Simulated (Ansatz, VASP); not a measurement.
## Two plane-wave programs on ScAl3

```
Sc Al
1.0
     1.42383    0.82205    9.30044
    -1.42383    0.82205    9.30044
     0.00000   -1.64410    9.30044
Sc Al
1 3
Direct
  0.00000 0.00000 0.00000
  0.75000 0.75000 0.75000
  0.50000 0.50000 0.50000
  0.25000 0.25000 0.25000
```

Alike in both runs: task single point; functional PBE; k mesh 6 × 6 × 6; occupations gaussian, width 0.1 eV; no spin polarisation.

```csv
,VASP,Ansatz
version,VASP 6.6.1,Ansatz 0.2.0
potentials or method,"VASP PAW PBE potentials, release 64 (Sc_sv, Al), cutoff 520 eV","scalar-relativistic, plane waves, PAW"
valence electrons in the cell,20,20
```

VASP gave:

```
gap on the k mesh at the Fermi level (eV)                     : none
pressure (GPa)                                                : 12.0
traceless stress, the component that is largest in VASP (GPa) : -4.45
rms of the force components (eV/Å)                            : 0.383
```

Estimate Ansatz's values.

gap on the k mesh at the Fermi level (eV): none; pressure (GPa): 11.9; traceless stress, the component that is largest in VASP (GPa): -4.46; rms of the force components (eV/Å): 0.377.

Atom by atom the forces differ by 0.006 eV/Å (rms over components). A gap of «none» marks a metal or a gap that the smearing closes.

The k mesh is coarse, so the values compare programs but aren't converged.
